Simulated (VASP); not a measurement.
ZnCu: relaxation of cell and atoms with PBE

The system is ZnCu.

```
Zn Cu
1.0
     2.94500    0.00000    0.00000
     0.00000    2.94500    0.00000
     0.00000    0.00000    2.94500
Zn Cu
1 1
Direct
  0.50000 0.50000 0.50000
  0.00000 0.00000 0.00000
```

* Program: VASP 6.6.1
* Task: relaxation of cell and atoms
* Functional: PBE
* Potentials or basis: VASP PAW PBE potentials, release 64 (Zn, Cu)
* Cutoff: 600 eV
* k mesh: 9 × 9 × 9
* Occupations: fermi-dirac, width 0.05 eV
* Spin: no spin polarisation
* Target pressure: 20 GPa
* Dipole correction: no
* Further INCAR settings: ALGO = Normal; EDIFF = 1e-06; IBRION = 2; EDIFFG = -0.01; NSW = 60; ISIF = 3

The relaxed volume is 11.51 Å³/atom, the relaxed cell is a = 2.845 Å, b = 2.845 Å, c = 2.845 Å, α = 90.00°, β = 90.00°, γ = 90.00° and the space group after relaxing (to 0.1 Å) is Pm-3m (No. 221). The energy change on relaxing (the run minimises the enthalpy) is +84.9 meV/atom and the ionic steps are 4. The pressure after relaxing is 20.1 GPa and the band gap on the k mesh is zero (an odd number of electrons rules out a gap without spin polarisation).

The path:
```csv
step,energy change (eV),largest force (eV/Å),pressure (GPa),volume (Å³)
1,0.0000,0.0000,3.16,25.54
2,0.5879,0.0000,45.25,20.90
3,0.1638,0.0000,19.84,23.07
4,0.1698,0.0000,20.14,23.02
```

Final structure:
```yaml
crystal:
  lattice:
    - [2.84480, 0.00000, 0.00000]
    - [0.00000, 2.84480, 0.00000]
    - [0.00000, 0.00000, 2.84480]
  atoms:
    - { symbol: Zn, position: [0.50000, 0.50000, 0.50000] }
    - { symbol: Cu, position: [0.00000, 0.00000, 0.00000] }
```

Levels at points of the mesh, in eV from the Fermi level:
```csv
k point,band 9,band 10,band 11,band 12,band 13,band 14
"(0.00, 0.00, 0.00)",-2.99,-2.99,-2.99,6.55,6.55,6.55
```

Wall time 28 s on 1 thread of Intel(R) Xeon(R) Platinum 8259CL CPU @ 2.50GHz (Skylake/Cascade Lake) (shared host), peak memory 0.15 GiB.

Caveat: the cell is relaxed towards a set pressure, so the run minimises the enthalpy, not the energy.
